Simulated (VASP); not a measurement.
# As (R-3m) in VASP: notebook, part 2 of 3

VASP 6.6.1. Earlier steps stand in the parts before.

### 3 Electric field gradients, PBE

INCAR

```
PREC = Accurate ; ENCUT = 520
EDIFF = 1E-8 ; ISMEAR = -1
SIGMA = 0.05 ; LREAL = False
LASPH = True ; NELM = 60
ALGO = Normal ; ISIF = 2
LWAVE = False ; LCHARG = False
GGA = PE ; LEFG = True
NBANDS = 12
```

KPOINTS

```
Automatic mesh
0
Gamma
  6 6 6
```

POSCAR

```
As
1.0
    1.8797494575      1.0852738553      3.4857700000
   -1.8797494575      1.0852738553      3.4857700000
    0.0000000000     -2.1705477106      3.4857700000
As
2
Direct
    0.2275400000      0.2275400000      0.2275400000
    0.7724600000      0.7724600000      0.7724600000
```

Potentials or basis: VASP PAW PBE potentials, release 64 (As).

The run is started by

```
$ cat potpaw_PBE.64/As/POTCAR > POTCAR
$ mpirun -np 1 vasp_std > vasp.out
```

OUTCAR:

```text
PREC = Accurate
   ENCUT = 520
   EDIFF = 1E-8
   ISMEAR = -1
   LREAL = False
   LASPH = True
   NELM = 60
   ISIF = 2
   GGA = PE

 ion  position               nearest neighbor table
   1  0.228  0.228  0.228-   2 2.52   2 2.52   2 2.52
   2  0.772  0.772  0.772-   1 2.52   1 2.52   1 2.52

  LATTYP: Found a trigonal (rhomboedric) cell.
 ALAT       =     4.1063207202
 COS(alpha) =     0.5808936906

  Lattice vectors:

 A1 = (   1.8797494575,   1.0852738553,   3.4857700000)
 A2 = (  -1.8797494575,   1.0852738553,   3.4857700000)
 A3 = (   0.0000000000,  -2.1705477106,   3.4857700000)

Analysis of symmetry for initial positions (statically):
[... 570 lines left out ...]
  free  energy   TOTEN  =        -9.3569778536 eV

  energy  without entropy=       -9.3549642507  energy(sigma->0) =       -9.35597105

 Electric field gradients (V/A^2)
---------------------------------------------------------------------
 ion       V_xx      V_yy      V_zz      V_xy      V_xz      V_yz
---------------------------------------------------------------------
   1      22.749    22.749   -45.498     0.000     0.000    -0.000
   2      22.749    22.749   -45.498    -0.000     0.000    -0.000
---------------------------------------------------------------------

 Electric field gradients after diagonalization (V/A^2)
 (convention: |V_zz| > |V_xx| > |V_yy|)
----------------------------------------------------------------------
 ion       V_xx      V_yy      V_zz     asymmetry (V_yy - V_xx)/ V_zz
----------------------------------------------------------------------
   1      22.749    22.749   -45.498       0.000
   2      22.749    22.749   -45.498       0.000
----------------------------------------------------------------------

           NMR quadrupolar parameters

 Cq : quadrupolar parameter    Cq=e*Q*V_zz/h
 eta: asymmetry parameters     (V_yy - V_xx)/ V_zz
 Q  : nuclear electric quadrupole moment in mb (millibarn)
----------------------------------------------------------------------
 ion       Cq(MHz)       eta       Q (mb)
----------------------------------------------------------------------
   1      -0.110       0.000       1.000
   2      -0.110       0.000       1.000
----------------------------------------------------------------------
```

stdout:

```text
POSCAR found type information on POSCAR As
 POSCAR found :  1 types and       2 ions
 scaLAPACK will be used
 LDA part: xc-table for (Slater+PW92), standard interpolation
 POSCAR, INCAR and KPOINTS ok, starting setup
 FFT: planning ... GRIDC
 FFT: planning ... GRID_SOFT
 FFT: planning ... GRID
 WAVECAR not read
 entering main loop
ion   1

ion   2
```

It took 13 s on 1 thread of Intel Xeon Platinum 8488C (Sapphire Rapids), shared host; peak memory 0.17 GiB.

Results:

- Free energy: -9.3570 eV
- Pressure: 3.8 GPa
- Largest force: 0.164 eV/Å
- Band gap on the k mesh: zero (band 5 reaches 5.59 eV, above the bottom of band 6 at 5.25 eV)

Forces in eV/Å, atoms in the order of the input:
```
As   0.000  0.000  0.164
As   0.000  0.000 -0.164
```

Electric field gradients, principal values (V/Å²):
```
atom   least  middle  greatest (by size)
1 As  22.749  22.749             -45.498
2 As  22.749  22.749             -45.498
```

Caveat: without QUAD_EFG the Cq values of the log hold for a quadrupole moment of 1 mb, not for the nuclei.

### 4 Electric field gradients, PBE

INCAR

```
PREC     = Accurate       # precision mode
ENCUT    = 520            # plane-wave cutoff, eV
EDIFF    = 1E-8           # SCF threshold, eV
ISMEAR   = -1             # smearing method
SIGMA    = 0.05           # smearing width, eV
LREAL    = False          # projectors in reciprocal space
LASPH    = True           # aspherical terms in the spheres
NELM     = 60             # most SCF steps
ALGO     = Normal         # electronic algorithm
ISIF     = 2              # what is computed and relaxed
LWAVE    = False          # write WAVECAR
LCHARG   = False          # write CHGCAR
GGA      = PE             # functional
LEFG     = True         
NBANDS   = 12             # bands
```

KPOINTS

```
regular mesh
0
Gamma
  10 10 10
```

POSCAR is that of step 3.

Potentials or basis: VASP PAW PBE potentials, release 64 (As).

The run is started by

```
$ cat potpaw_PBE.64/As/POTCAR > POTCAR
$ mpirun -np 1 vasp_std > vasp.out
```

OUTCAR:

```text
PREC = Accurate
   ENCUT = 520
   EDIFF = 1E-8
   ISMEAR = -1
   LREAL = False
   LASPH = True
   NELM = 60
   ISIF = 2
   GGA = PE

 ion  position               nearest neighbor table
   1  0.228  0.228  0.228-   2 2.52   2 2.52   2 2.52
   2  0.772  0.772  0.772-   1 2.52   1 2.52   1 2.52

  LATTYP: Found a trigonal (rhomboedric) cell.
 ALAT       =     4.1063207202
 COS(alpha) =     0.5808936906

  Lattice vectors:

 A1 = (   1.8797494575,   1.0852738553,   3.4857700000)
 A2 = (  -1.8797494575,   1.0852738553,   3.4857700000)
 A3 = (   0.0000000000,  -2.1705477106,   3.4857700000)

Analysis of symmetry for initial positions (statically):
=====================================================================
 Subroutine PRICEL returns:
 Original cell was already a primitive cell.

 Routine SETGRP: Setting up the symmetry group for a
 trigonal (rhombohedral) supercell.

 Subroutine GETGRP returns: Found 12 space group operations
 (whereof 12 operations were pure point group operations)
 out of a pool of 12 trial point group operations.

[... 545 lines left out ...]
     1.879749457  1.085273855  3.485770000     0.265992895  0.153571070  0.095626887
    -1.879749457  1.085273855  3.485770000    -0.265992895  0.153571070  0.095626887
     0.000000000 -2.170547711  3.485770000     0.000000000 -0.307142139  0.095626887

 POSITION                                       TOTAL-FORCE (eV/Angst)
 -----------------------------------------------------------------------------------
      0.00000      0.00000      2.37946         0.000000      0.000000      0.285289
      0.00000      0.00000      8.07785         0.000000     -0.000000     -0.285289
 -----------------------------------------------------------------------------------
    total drift:                               -0.000000      0.000000     -0.000000

  FREE ENERGIE OF THE ION-ELECTRON SYSTEM (eV)
  ---------------------------------------------------
  free  energy   TOTEN  =        -9.3220810628 eV

  energy  without entropy=       -9.3204808832  energy(sigma->0) =       -9.32128097

 Electric field gradients (V/A^2)
---------------------------------------------------------------------
 ion       V_xx      V_yy      V_zz      V_xy      V_xz      V_yz
---------------------------------------------------------------------
   1      24.026    24.026   -48.052     0.000     0.000    -0.000
   2      24.026    24.026   -48.052     0.000     0.000    -0.000
---------------------------------------------------------------------

 Electric field gradients after diagonalization (V/A^2)
 (convention: |V_zz| > |V_xx| > |V_yy|)
----------------------------------------------------------------------
 ion       V_xx      V_yy      V_zz     asymmetry (V_yy - V_xx)/ V_zz
----------------------------------------------------------------------
   1      24.026    24.026   -48.052       0.000
   2      24.026    24.026   -48.052       0.000
----------------------------------------------------------------------

           NMR quadrupolar parameters

 Cq : quadrupolar parameter    Cq=e*Q*V_zz/h
 eta: asymmetry parameters     (V_yy - V_xx)/ V_zz
 Q  : nuclear electric quadrupole moment in mb (millibarn)
----------------------------------------------------------------------
 ion       Cq(MHz)       eta       Q (mb)
----------------------------------------------------------------------
   1      -0.116       0.000       1.000
   2      -0.116       0.000       1.000
----------------------------------------------------------------------
```

OSZICAR:

```text
N       E                     dE             d eps       ncg     rms          rms(c)
DAV:   1     0.285282970338E+02    0.28528E+02   -0.42009E+03  2784   0.696E+02
DAV:   2    -0.770884894654E+01   -0.36237E+02   -0.34452E+02  3656   0.111E+02
DAV:   3    -0.932964459576E+01   -0.16208E+01   -0.16155E+01  3512   0.240E+01
DAV:   4    -0.933757687943E+01   -0.79323E-02   -0.79319E-02  3132   0.191E+00
DAV:   5    -0.933759651739E+01   -0.19638E-04   -0.19638E-04  3484   0.104E-01    0.337E+00
DAV:   6    -0.932711576382E+01    0.10481E-01   -0.54062E-03  3152   0.451E-01    0.203E+00
DAV:   7    -0.932190861103E+01    0.52072E-02   -0.12133E-02  3184   0.694E-01    0.865E-02
DAV:   8    -0.932203304689E+01   -0.12444E-03   -0.42449E-04  3360   0.124E-01    0.325E-02
DAV:   9    -0.932208090210E+01   -0.47855E-04   -0.61170E-05  3252   0.497E-02    0.131E-02
DAV:  10    -0.932208092099E+01   -0.18887E-07   -0.40267E-06  3380   0.114E-02    0.380E-03
DAV:  11    -0.932208093182E+01   -0.10833E-07   -0.86496E-07  3220   0.583E-03    0.117E-03
DAV:  12    -0.932208103949E+01   -0.10766E-06   -0.48845E-08  3404   0.123E-03    0.262E-04
DAV:  13    -0.932208106186E+01   -0.22370E-07   -0.97610E-09  2556   0.613E-04    0.116E-04
DAV:  14    -0.932208106284E+01   -0.98652E-09   -0.10071E-09  1680   0.200E-04
   1 F= -.93220811E+01 E0= -.93212810E+01  d E =-.160018E-02
```

Run time: 36 s. Hardware: 1 thread of Intel Xeon Platinum 8488C (Sapphire Rapids), shared host; peak memory 0.2 GiB.

What came out:

| Item | Value |
| --- | --- |
| Free energy | -9.3221 eV |
| Pressure | 3.8 GPa |
| Largest force | 0.285 eV/Å |
| Band gap on the k mesh | zero (band 5 reaches 5.68 eV, above the bottom of band 6 at 5.25 eV) |

Forces in eV/Å, atoms in the order of the input:
```
As   0.000  0.000  0.285
As   0.000  0.000 -0.285
```

Stress tensor (GPa, compression positive):
```
4.21 0.00 0.00
0.00 4.21 0.00
0.00 0.00 3.13
```

Electric field gradients, principal values (V/Å²):
| atom | least | middle | greatest (by size) |
| --- | --- | --- | --- |
| 1 As | 24.026 | 24.026 | -48.052 |
| 2 As | 24.026 | 24.026 | -48.052 |

Caveat: without QUAD_EFG the Cq values of the log hold for a quadrupole moment of 1 mb, not for the nuclei.

[end of part 2 of 3]
